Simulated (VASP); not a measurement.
# Te2Mo: single point with PBE

The system is Te2Mo.

```
Te Mo
1.0
     3.42176    0.00000    0.00000
    -1.71088    2.96333    0.00000
     0.00000    0.00000   13.59057
Te Mo
4 2
Direct
  0.33333 0.66667 0.62100
  0.66667 0.33333 0.12100
  0.33333 0.66667 0.87900
  0.66667 0.33333 0.37900
  0.33333 0.66667 0.25000
  0.66667 0.33333 0.75000
```

```json
{"Program": "VASP 6.6.1", "Task": "single point", "Functional": "PBE", "Potentials or basis": "VASP PAW PBE potentials, release 64 (Te, Mo_sv)", "Cutoff": "520 eV", "k mesh": "8 × 8 × 2", "Occupations": "fermi-dirac, width 0.1 eV", "Spin": "no spin polarisation", "Dipole correction": "no", "Further INCAR settings": "ALGO = Normal; EDIFF = 1e-06; NBANDS = 35"}
```

* Pressure: 13.6 GPa
* Largest force: 1.508 eV/Å
* Band gap on the k mesh: 0.77 eV, indirect (least direct gap 1.35 eV)

Forces in eV/Å, atoms in the order of the input:
```
Te   0.000  0.000 -1.508
Te   0.000  0.000 -1.508
Te   0.000  0.000  1.508
Te   0.000  0.000  1.508
Mo   0.000  0.000  0.000
Mo   0.000  0.000  0.000
```

Stress tensor (GPa, compression positive):
```
12.52  0.00  0.00
 0.00 12.52  0.00
 0.00  0.00 15.80
```

Levels at points of the mesh, in eV from the valence-band top:
```csv
k point,band 23,band 24,band 25,band 26,band 27,band 28,band 29,band 30
"(0.00, 0.00, 0.00)",-1.17,-1.17,-0.27,0.00,3.20,3.20,3.35,3.35
"(0.50, 0.00, 0.00)",-1.21,-1.17,-0.62,-0.29,1.33,1.40,1.52,1.92
"(0.00, 0.00, 0.50)",-1.19,-1.19,-0.08,-0.08,3.24,3.24,3.24,3.24
"(0.50, 0.00, 0.50)",-1.16,-1.16,-0.46,-0.46,1.36,1.36,1.74,1.74
```

It took 100 s on 1 thread of Intel(R) Xeon(R) Platinum 8488C (Sapphire Rapids), with other jobs on the host, peak memory 0.31 GiB.

Caveat: spin-orbit coupling is left out, which moves the levels of the heavy elements; this functional lacks dispersion, which binds the layers, so the pressure and a relaxed spacing across them are unreliable; forces of over 1 eV/Å act on the atoms, so gaps and moduli don't describe the material at rest. A hybrid or GW would open this gap; PBE tends to underestimate it.
